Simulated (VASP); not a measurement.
Os: single point with PBE

Os:

```
Os
1.0
     0.00000    2.77766    2.77766
     2.77766    0.00000    2.77766
     2.77766    2.77766    0.00000
Os
2
Direct
  0.00000 0.00000 0.00000
  0.25000 0.25000 0.25000
```

- Program: VASP 6.6.1
- Task: single point
- Functional: PBE
- Potentials or basis: VASP PAW PBE potentials, release 64 (Os)
- Cutoff: 520 eV
- k mesh: 7 × 7 × 7
- Occupations: fermi-dirac, width 0.05 eV
- Spin: no spin polarisation
- Dipole correction: no
- Further INCAR settings: ALGO = Normal; EDIFF = 1e-06; NBANDS = 15

```json
{
 "Pressure": "-1.2 GPa",
 "Band gap on the k mesh": "zero (band 8 reaches 4.80 eV, above the bottom of band 9 at 3.79 eV)"
}
```

Levels at points of the mesh, in eV from the Fermi level:
```
           k point  band 6  band 7  band 8  band 9  band 10  band 11
(0.00, 0.00, 0.00)   -3.50   -0.50   -0.50   -0.50     2.56     2.56
```

Run time: 8.4 s on 1 thread of Intel(R) Xeon(R) Platinum 8488C (Sapphire Rapids), with other jobs on the host, peak memory 0.16 GiB.

Caveat: spin-orbit coupling is left out, which moves the levels of the heavy elements.
